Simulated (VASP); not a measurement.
# PbO (P6_3/mmc) in VASP: a series of runs

PbO is run at these levels: PBEsol; tasks: single point.

Everything below comes from runs of VASP 6.6.1. Logs are shortened: lines on timing, memory, paths and dates and some standing lists are left out, and cuts for length are marked.

### 1 The cell of the first run

It takes space group P6_3/mmc (No. 194, hexagonal). Conventional cell: a = 3.566 Å, b = 3.566 Å, c = 6.470 Å, α = 90.00°, β = 90.00°, γ = 120.00°. Pb (site symmetry -3m) has 6 O at 2.62 Å and 8 Pb at 3.24 to 3.57 Å within 3.6 Å. Within 3.6 Å of O (site symmetry -6m2) lie 6 Pb at 2.62 Å and 6 O at 3.57 Å.

### 2 Single point, PBEsol

INCAR

```
SYSTEM = PbO
PREC     = Accurate       ! precision mode
ENCUT    = 520            ! plane-wave cutoff, eV
EDIFF    = 1E-6           ! SCF threshold, eV
ISMEAR   = -1             ! smearing method
SIGMA    = 0.02           ! smearing width, eV
LREAL    = .FALSE.        ! projectors in reciprocal space
LASPH    = .TRUE.         ! aspherical terms in the spheres
NELM     = 80             ! most SCF steps
ALGO     = Normal         ! electronic algorithm
ISIF     = 2              ! what is computed and relaxed
LWAVE    = .FALSE.        ! write WAVECAR
LCHARG   = .TRUE.         ! write CHGCAR
GGA      = PS             ! functional
LELF     = .TRUE.         ! ELF
LVHAR    = .TRUE.       
NBANDS   = 28             ! bands
```

KPOINTS

```
regular mesh
0
G
  6 6 4
  0 0 0
```

POSCAR

```
PbO
1.0
    3.5664584724      0.0000000000      0.0000000000
   -1.7832292362      3.0886436387      0.0000000000
    0.0000000000      0.0000000000      6.4701096501
Pb O
2 2
Direct
    0.0000000000      0.0000000000      0.0000000000
    0.0000000000      0.0000000000      0.5000000000
    0.3333333333      0.6666666667      0.2500000000
    0.6666666667      0.3333333333      0.7500000000
```

Potentials or basis: VASP PAW PBE potentials, release 64 (Pb_d, O).

The run is started by

```sh
$ cat potpaw_PBE.64/Pb_d/POTCAR potpaw_PBE.64/O/POTCAR > POTCAR
$ mpirun -np 1 vasp_std > vasp.out
```

OUTCAR:

```text
SYSTEM = PbO
   PREC = Accurate
   ENCUT = 520
   EDIFF = 1E-6
   ISMEAR = -1
   LREAL = .FALSE.
   LASPH = .TRUE.
   NELM = 80
   ISIF = 2
   GGA = PS

 ion  position               nearest neighbor table
   1  0.000  0.000  0.000-   3 2.62   4 2.62   4 2.62   3 2.62   4 2.62   3 2.62   2 3.24   2 3.24

   2  0.000  0.000  0.500-   3 2.62   4 2.62   4 2.62   3 2.62   4 2.62   3 2.62   1 3.24   1 3.24

   3  0.333  0.667  0.250-   1 2.62   2 2.62   1 2.62   2 2.62   1 2.62   2 2.62
   4  0.667  0.333  0.750-   1 2.62   2 2.62   1 2.62   2 2.62   1 2.62   2 2.62

  LATTYP: Found a hexagonal cell.
 ALAT       =     3.5664584724
 C/A-ratio  =     1.8141553309

  Lattice vectors:

 A1 = (   3.5664584724,   0.0000000000,   0.0000000000)
 A2 = (  -1.7832292362,   3.0886436387,   0.0000000000)
 A3 = (   0.0000000000,   0.0000000000,   6.4701096501)

Analysis of symmetry for initial positions (statically):
=====================================================================
 Subroutine PRICEL returns:
 Original cell was already a primitive cell.

 Routine SETGRP: Setting up the symmetry group for a
 hexagonal supercell.

 Subroutine GETGRP returns: Found 24 space group operations
 (whereof 12 operations were pure point group operations)
 out of a pool of 24 trial point group operations.

The static configuration has the point symmetry D_3d.
 The point group associated with its full space group is D_6h.

Analysis of symmetry for dynamics (positions and initial velocities):
=====================================================================
 Subroutine PRICEL returns:
 Original cell was already a primitive cell.

 Routine SETGRP: Setting up the symmetry group for a
 hexagonal supercell.

 Subroutine GETGRP returns: Found 24 space group operations
 (whereof 12 operations were pure point group operations)
 out of a pool of 24 trial point group operations.

The dynamic configuration has the point symmetry D_3d.
 The point group associated with its full space group is D_6h.

 Subroutine INISYM returns: Found 24 space group operations
 (whereof 12 operations are pure point group operations),
 and found     1 'primitive' translations

----------------------------------------------------------------------------------------

                                     Primitive cell

  volume of cell :      71.2716

  direct lattice vectors                    reciprocal lattice vectors
     3.566458472  0.000000000  0.000000000     0.280390199  0.161883357  0.000000000
    -1.783229236  3.088643639  0.000000000     0.000000000  0.323766713  0.000000000
     0.000000000  0.000000000  6.470109650     0.000000000  0.000000000  0.154556886

  length of vectors
     3.566458472  3.566458472  6.470109650     0.323766713  0.323766713  0.154556886

  position of ions in fractional coordinates (direct lattice)
     0.000000000  0.000000000  0.000000000
     0.000000000  0.000000000  0.500000000
     0.333333333  0.666666667  0.250000000
     0.666666667  0.333333333  0.750000000

  ion indices of the primitive-cell ions
   primitive index   ion index
                 1           1
                 2           2
                 3           3
                 4           4

----------------------------------------------------------------------------------------

 KPOINTS: regular mesh

Automatic generation of k-mesh.
 Grid dimensions read from file:
 generate k-points for:    6    6    4

 Generating k-lattice:

  Cartesian coordinates                     Fractional coordinates (reciprocal lattice)
     0.046731700  0.026980559  0.000000000     0.166666667  0.000000000  0.000000000
     0.000000000  0.053961119  0.000000000     0.000000000  0.166666667  0.000000000
     0.000000000  0.000000000  0.038639222     0.000000000  0.000000000  0.250000000

  Length of vectors
     0.053961119  0.053961119  0.038639222

  Shift w.r.t. Gamma in fractional coordinates (k-lattice)
     0.000000000  0.000000000  0.000000000

 Subroutine IBZKPT returns following result:
 ===========================================

 Found     21 irreducible k-points:

 Following reciprocal coordinates:
            Coordinates               Weight
  0.000000  0.000000  0.000000      1.000000
  0.166667  0.000000  0.000000      6.000000
  0.333333  0.000000  0.000000      6.000000
  0.500000  0.000000  0.000000      3.000000
  0.166667  0.166667  0.000000      6.000000
  0.333333  0.166667  0.000000     12.000000
[... 13 lines left out ...]
  0.333333  0.166667  0.500000     12.000000
  0.333333  0.333333  0.500000      2.000000
   k-points           NKPTS =     21   k-points in BZ     NKDIM =     21   number of bands    NBANDS=     28
   number of dos      NEDOS =    301   number of ions     NIONS =      4
   total plane-waves  NPLWV =  37632
   dimension x,y,z NGX =    28 NGY =   28 NGZ =   48
   dimension x,y,z NGXF=    56 NGYF=   56 NGZF=   96
   ions per type =               2   2
   NGX,Y,Z   is equivalent  to a cutoff of  13.05, 13.05, 12.33 a.u.
   NGXF,Y,Z  is equivalent  to a cutoff of  26.10, 26.10, 24.67 a.u.
 SYSTEM =  PbO
   PREC   = accura    normal or accurate (medium, high low for compatibility)
   ISTART =      0    job   : 0-new  1-cont  2-samecut
   ICHARG =      2    charge: 1-file 2-atom 10-const
   ISPIN  =      1    spin polarized calculation?
   LNONCOLLINEAR =      F non collinear calculations
   LSORBIT =      F    spin-orbit coupling
   LASPH  =      T    aspherical Exc in radial PAW
   ENCUT  =  520.0 eV  38.22 Ry    6.18 a.u.   6.63  6.63 12.03*2*pi/ulx,y,z
   NELM   =     80;   NELMIN=  2; NELMDL= -5     # of ELM steps
   EDIFF  = 0.1E-05   stopping-criterion for ELM
   LREAL  =      F    real-space projection
   EDIFFG = 0.1E-04   stopping-criterion for IOM
   NSW    =      0    number of steps for IOM
   IBRION =     -1    ionic relax: 0-MD 1-quasi-New 2-CG
   NFREE  =      0    steps in history (QN), initial steepest desc. (CG)
   ISIF   =      2    stress and relaxation
   ISYM   =      2    0-nonsym 1-usesym 2-fastsym
   POTIM  = 0.5000    time-step for ionic-motion
   TEBEG  =    0.0;   TEEND  =   0.0 temperature during run
   PSTRESS=    0.0 pullay stress
   NELECT =      40.0000    total number of electrons
   NUPDOWN=      -1.0000    fix difference up-down
   EMIN   =  10.00;   EMAX   =-10.00  energy-range for DOS
   EFERMI =   0.00;   METHOD = LEGACY
   ISMEAR =    -1;   SIGMA  =   0.02  broadening in eV -4-tet -1-fermi 0-gaus
   EFERMI_NEDOS =   21; number of points for ismear=-14 and -15
   IALGO  =     38    algorithm
   IMIX   =      4    mixing-type and parameters
     AMIX     =   0.40;   BMIX     =  1.00
     AMIX_MAG =   1.60;   BMIX_MAG =  1.00
  volume/ion in A,a.u.               =      17.82       120.24
  Fermi-wavevector in a.u.,A,eV,Ry     =   1.350380  2.551848 24.810575  1.823526
  Thomas-Fermi vector in A             =   2.477889
   LORBIT       =      0    0 simple, 1 ext, 2 COOP (PROOUT), +10 PAW based schemes
   GGA     = PS    functional components
   LHFCALC =     F    Hartree Fock is set to
   AEXX    =    0.0000 exact exchange contribution
   IVDW    =     0    specifies the selected vdW correction
   LEPSILON=     F    determine dielectric tensor
   LRPA    =     F    only Hartree local field effects (RPA)
 non-spin polarized calculation
  energy-cutoff  :      520.00
  volume of cell :       71.27
 maximum number of plane-waves:      1950
 NGX is ok and might be reduce to    28
   NGX = 13   NGY = 13   NGZ = 25

 number of electron      39.9999997 magnetization

 Free energy of the ion-electron system (eV)
  ---------------------------------------------------
  ext. energy  EPLUGINS =         0.00000000
  ---------------------------------------------------
  free energy    TOTEN  =       -21.83692280 eV

  energy without entropy =      -21.83604121  energy(sigma->0) =      -21.83648200

 E-fermi :   6.3257     XC(G=0): -10.8622

 val. band max:        6.2886646361   @ k =   0.5000   0.0000   0.0000
 cond. band min:       6.5237236817   @ k =   0.3333   0.3333   0.0000
 fundamental gap:      0.2350590456
 Fermi energy:         6.3257238378

 k-point     1 :       0.0000    0.0000    0.0000
  band No.  band energies     occupation
      1     -11.2898      2.00000
      2     -10.6696      2.00000
      3     -10.3603      2.00000
      4     -10.1263      2.00000
      5     -10.1263      2.00000
      6     -10.0875      2.00000
[... 20 lines left out ...]
     27      15.8929      0.00000
     28      16.8701      0.00000

 k-point     2 :       0.1667    0.0000    0.0000
  band No.  band energies     occupation
      1     -11.1627      2.00000
      2     -10.9635      2.00000
      3     -10.3344      2.00000
      4     -10.1134      2.00000
      5     -10.1043      2.00000
      6     -10.0708      2.00000
[... 20 lines left out ...]
     27      15.0064      0.00000
     28      16.7217      0.00000

 k-point     3 :       0.3333    0.0000    0.0000
  band No.  band energies     occupation
      1     -11.3442      2.00000
      2     -10.7703      2.00000
      3     -10.3071      2.00000
      4     -10.1488      2.00000
      5     -10.1337      2.00000
      6     -10.0717      2.00000
[... 20 lines left out ...]
     27      14.6126      0.00000
     28      17.4994      0.00000

 k-point     4 :       0.5000    0.0000    0.0000
  band No.  band energies     occupation
      1     -11.4598      2.00000
      2     -10.5618      2.00000
      3     -10.3165      2.00000
      4     -10.1731      2.00000
      5     -10.1527      2.00000
      6     -10.0833      2.00000
[... 485 lines left out ...]
     27      16.3782      0.00000
     28      16.3782      0.00000

 k-point    20 :       0.3333    0.1667    0.5000
  band No.  band energies     occupation
      1     -11.1416      2.00000
      2     -11.1416      2.00000
      3     -10.1170      2.00000
      4     -10.1170      2.00000
      5     -10.0288      2.00000
      6     -10.0288      2.00000
[... 20 lines left out ...]
     27      16.1104      0.00000
     28      16.1104      0.00000

 k-point    21 :       0.3333    0.3333    0.5000
  band No.  band energies     occupation
      1     -11.1444      2.00000
      2     -11.1444      2.00000
      3     -10.0526      2.00000
      4     -10.0526      2.00000
      5     -10.0209      2.00000
      6     -10.0209      2.00000
[... 20 lines left out ...]
     27      17.3727      0.00000
     28      17.3727      0.00000

------------------------ aborting loop because EDIFF is reached ----------------------------------------

  FORCE on cell =-STRESS in cart. coord.  units (eV):
  Direction    XX          YY          ZZ          XY          YZ          ZX
  --------------------------------------------------------------------------------------
  -------------------------------------------------------------------------------------
  Total       -0.8573111     -0.8573111     -0.9979972     -0.0000000     -0.0000000      0.0000000
  in kB      -19.2722502    -19.2722502    -22.4348572     -0.0000000     -0.0000000      0.0000000
  external PRESSURE =     -20.3264525 kB  Pullay stress =       0.0000000 kB

 VOLUME and BASIS-vectors are now :
 -----------------------------------------------------------------------------
  energy-cutoff  :      520.00
  volume of cell :       71.27
      direct lattice vectors                 reciprocal lattice vectors
     3.566458472  0.000000000  0.000000000     0.280390199  0.161883357  0.000000000
    -1.783229236  3.088643639  0.000000000     0.000000000  0.323766713  0.000000000
     0.000000000  0.000000000  6.470109650     0.000000000  0.000000000  0.154556886

 POSITION                                       TOTAL-FORCE (eV/Angst)
 -----------------------------------------------------------------------------------
      0.00000      0.00000      0.00000        -0.000000      0.000000      0.000000
      0.00000      0.00000      3.23505        -0.000000      0.000000      0.000000
     -0.00000      2.05910      1.61753        -0.000000      0.000000     -0.000000
      1.78323      1.02955      4.85258         0.000000     -0.000000      0.000000
 -----------------------------------------------------------------------------------
    total drift:                                0.000000     -0.000000      0.000000

  FREE ENERGIE OF THE ION-ELECTRON SYSTEM (eV)
  ---------------------------------------------------
  free  energy   TOTEN  =       -21.8369228020 eV

  energy  without entropy=      -21.8360412062  energy(sigma->0) =      -21.83648200
```

Wall time 33 s (1 thread of Intel Xeon Platinum 8259CL at 2.50GHz (Skylake/Cascade Lake), shared host); peak memory 0.19 GiB.

What came out:

```
Free energy            : -21.8369 eV
Pressure               : -2.0 GPa
Band gap on the k mesh : zero (bands 20 and 21 overlap by 0.23 eV)
```

Stress tensor (GPa, compression positive):
```
-1.93  0.00  0.00
 0.00 -1.93  0.00
 0.00  0.00 -2.24
```

Caveat: semilocal functionals underestimate gaps, and a narrow one can read as zero; the PAW data sets were made with another functional, which shifts forces and pressure a little; spin-orbit coupling is left out, which moves the levels of the heavy elements.

### 3 Single point, PBEsol

INCAR

```
PREC = Accurate
ENCUT = 520
EDIFF = 1E-7
ISMEAR = 0
SIGMA = 0.2
LREAL = F
LASPH = T
NELM = 80
ALGO = Normal
ISIF = 2
LWAVE = F
LCHARG = T
GGA = PS
LELF = T
LVHAR = T
NBANDS = 28
```

KPOINTS

```
Automatic mesh
0
Gamma
  6 6 4
```

POSCAR is that of step 2.

Potentials or basis: VASP PAW PBE potentials, release 64 (Pb_d, O).

The run is started by

```sh
$ cat potpaw_PBE.64/Pb_d/POTCAR potpaw_PBE.64/O/POTCAR > POTCAR
$ mpirun -np 1 vasp_std > vasp.out
```

OUTCAR:

```text
PREC = Accurate
   ENCUT = 520
   EDIFF = 1E-7
   ISMEAR = 0
   LREAL = F
   LASPH = T
   NELM = 80
   ISIF = 2
   GGA = PS

 ion  position               nearest neighbor table
   1  0.000  0.000  0.000-   3 2.62   4 2.62   4 2.62   3 2.62   4 2.62   3 2.62   2 3.24   2 3.24

   2  0.000  0.000  0.500-   3 2.62   4 2.62   4 2.62   3 2.62   4 2.62   3 2.62   1 3.24   1 3.24

   3  0.333  0.667  0.250-   1 2.62   2 2.62   1 2.62   2 2.62   1 2.62   2 2.62
   4  0.667  0.333  0.750-   1 2.62   2 2.62   1 2.62   2 2.62   1 2.62   2 2.62

  LATTYP: Found a hexagonal cell.
 ALAT       =     3.5664584724
 C/A-ratio  =     1.8141553309

  Lattice vectors:

 A1 = (   3.5664584724,   0.0000000000,   0.0000000000)
 A2 = (  -1.7832292362,   3.0886436387,   0.0000000000)
 A3 = (   0.0000000000,   0.0000000000,   6.4701096501)

Analysis of symmetry for initial positions (statically):
=====================================================================
 Subroutine PRICEL returns:
 Original cell was already a primitive cell.

[... 168 lines left out ...]
  free energy    TOTEN  =       -21.84026033 eV

  energy without entropy =      -21.83395979  energy(sigma->0) =      -21.83711006

 E-fermi :   6.4353     XC(G=0): -10.8622

 val. band max:        6.2887121238   @ k =   0.5000   0.0000   0.0000
 cond. band min:       6.5253281106   @ k =   0.3333   0.3333   0.0000
 fundamental gap:      0.2366159868
 Fermi energy:         6.4352996079

 k-point     1 :       0.0000    0.0000    0.0000
  band No.  band energies     occupation
      1     -11.2887      2.00000
      2     -10.6683      2.00000
      3     -10.3607      2.00000
      4     -10.1267      2.00000
      5     -10.1267      2.00000
      6     -10.0879      2.00000
[... 640 lines left out ...]
     27      17.3731      0.00000
     28      17.3731      0.00000

------------------------ aborting loop because EDIFF is reached ----------------------------------------

  FORCE on cell =-STRESS in cart. coord.  units (eV):
  Direction    XX          YY          ZZ          XY          YZ          ZX
  --------------------------------------------------------------------------------------
  -------------------------------------------------------------------------------------
  Total       -0.8519572     -0.8519572     -1.0018144      0.0000000      0.0000000      0.0000000
  in kB      -19.1518939    -19.1518939    -22.5206664      0.0000000      0.0000000      0.0000000
  external PRESSURE =     -20.2748181 kB  Pullay stress =       0.0000000 kB

 VOLUME and BASIS-vectors are now :
 -----------------------------------------------------------------------------
  energy-cutoff  :      520.00
  volume of cell :       71.27
      direct lattice vectors                 reciprocal lattice vectors
     3.566458472  0.000000000  0.000000000     0.280390199  0.161883357  0.000000000
    -1.783229236  3.088643639  0.000000000     0.000000000  0.323766713  0.000000000
     0.000000000  0.000000000  6.470109650     0.000000000  0.000000000  0.154556886

 POSITION                                       TOTAL-FORCE (eV/Angst)
 -----------------------------------------------------------------------------------
      0.00000      0.00000      0.00000        -0.000000      0.000000      0.000000
      0.00000      0.00000      3.23505        -0.000000      0.000000      0.000000
     -0.00000      2.05910      1.61753        -0.000000      0.000000      0.000000
      1.78323      1.02955      4.85258         0.000000      0.000000     -0.000000
 -----------------------------------------------------------------------------------
    total drift:                                0.000000     -0.000000      0.000000

  FREE ENERGIE OF THE ION-ELECTRON SYSTEM (eV)
  ---------------------------------------------------
  free  energy   TOTEN  =       -21.8402603337 eV

  energy  without entropy=      -21.8339597914  energy(sigma->0) =      -21.83711006
```

OSZICAR:

```text
N       E                     dE             d eps       ncg     rms          rms(c)
DAV:   1     0.478978819578E+03    0.47898E+03   -0.19837E+04  1192   0.173E+03
DAV:   2     0.373241862987E+02   -0.44165E+03   -0.42391E+03  1236   0.472E+02
DAV:   3    -0.227525820269E+02   -0.60077E+02   -0.57462E+02  1452   0.186E+02
DAV:   4    -0.255709557413E+02   -0.28184E+01   -0.28084E+01  1344   0.414E+01
DAV:   5    -0.256706125929E+02   -0.99657E-01   -0.99651E-01  1404   0.812E+00    0.111E+01
DAV:   6    -0.223947181441E+02    0.32759E+01   -0.22642E+01  1744   0.321E+01    0.680E+00
DAV:   7    -0.218809064161E+02    0.51381E+00   -0.32330E+00  1536   0.136E+01    0.230E+00
DAV:   8    -0.218839067039E+02   -0.30003E-02   -0.94316E-01  1308   0.652E+00    0.191E+00
DAV:   9    -0.218399601858E+02    0.43947E-01   -0.10862E-01  1224   0.214E+00    0.273E-01
DAV:  10    -0.218405835218E+02   -0.62334E-03   -0.92516E-03  1300   0.576E-01    0.170E-01
DAV:  11    -0.218402523876E+02    0.33113E-03   -0.13589E-03  1448   0.237E-01    0.200E-02
DAV:  12    -0.218402628179E+02   -0.10430E-04   -0.63260E-05  1252   0.594E-02    0.162E-02
DAV:  13    -0.218402602689E+02    0.25490E-05   -0.11019E-05  1352   0.200E-02    0.155E-03
DAV:  14    -0.218402603337E+02   -0.64831E-07   -0.70368E-07  1328   0.626E-03
   1 F= -.21840260E+02 E0= -.21837110E+02  d E =-.630054E-02
```

Run time: 34 s. Hardware: 1 thread of Intel Xeon Platinum 8259CL at 2.50GHz (Skylake/Cascade Lake), shared host; peak memory 0.2 GiB.

What came out:

* Free energy: -21.8403 eV
* Pressure: -2.0 GPa
* Band gap on the k mesh: zero (bands 20 and 21 overlap by 0.24 eV)

Caveat: semilocal functionals underestimate gaps, and a narrow one can read as zero; the PAW data sets were made with another functional, which shifts forces and pressure a little; spin-orbit coupling is left out, which moves the levels of the heavy elements.

The gap in the log of VASP goes by the Fermi energy; the results here count the filled bands.